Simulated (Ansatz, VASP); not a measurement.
# One calculation of Cr, two programs

```
Cr
1.0
    -1.47022    1.47022    1.47022
     1.47022   -1.47022    1.47022
     1.47022    1.47022   -1.47022
Cr
1
Cartesian
  0.0000 0.0000 0.0000
```

Alike in both runs: task single point; functional PBE; k mesh 20 × 20 × 20; occupations gaussian, width 0.1 eV; no spin polarisation.

```csv
,VASP,Ansatz
version,VASP 6.6.1,Ansatz 0.2.0
potentials or method,"VASP PAW PBE potentials, release 64 (Cr_pv), cutoff 520 eV","scalar-relativistic, plane waves, PAW"
valence electrons in the cell,12,14
```

Ansatz gave:

* gap on the k mesh at the Fermi level (eV): none
* pressure (GPa): -20.2

Q: Estimate VASP's values.

A: gap on the k mesh at the Fermi level (eV): none; pressure (GPa): -20.5.

A gap of «none» marks a metal or a gap that the smearing closes. With one functional, cell and mesh, what is left measures potentials, basis and numerics. VASP's potentials hold 12 valence electrons a cell and Ansatz's 14, so a difference there can come from the potentials and not from the codes.
